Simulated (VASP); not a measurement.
Crystal: Co.

```
CELL_PARAMETERS angstrom
2.44847 0.00000 0.00000
-1.22423 2.12044 0.00000
0.00000 0.00000 2.31540
ATOMIC_POSITIONS crystal
Co 0.00000 0.00000 0.00000
```

Base run:

| Property | Result |
| --- | --- |
| Program | VASP 6.6.1 |
| Functional | PBE |
| Potentials or basis | VASP PAW PBE potentials, release 64 (Co_sv) |
| Cutoff | 600 eV |
| k mesh | 18 × 18 × 17 |
| Occupations | fermi-dirac, width 0.1 eV |
| Spin | collinear spin, ferromagnetic start |
| Starting moments | [1.7] μB |

Its results: pressure -3.2 GPa; net moment 1.77 μB per cell; site moments Co +1.78 μB.

Question: The run is repeated on the same cell with these changes: potentials or basis from VASP PAW PBE potentials, release 64 (Co_sv) to VASP PAW PBE potentials, release 64 (Co); cutoff from 600 eV to 520 eV; further incar settings from ALGO = Normal; EDIFF = 1e-06; NBANDS = 18 to ALGO = Normal; EDIFF = 1e-06; NBANDS = 14; valence electrons from 17 to 9. What comes out?

Answer: Pressure -0.7 GPa; net moment 1.76 μB per cell; site moments Co +1.77 μB.
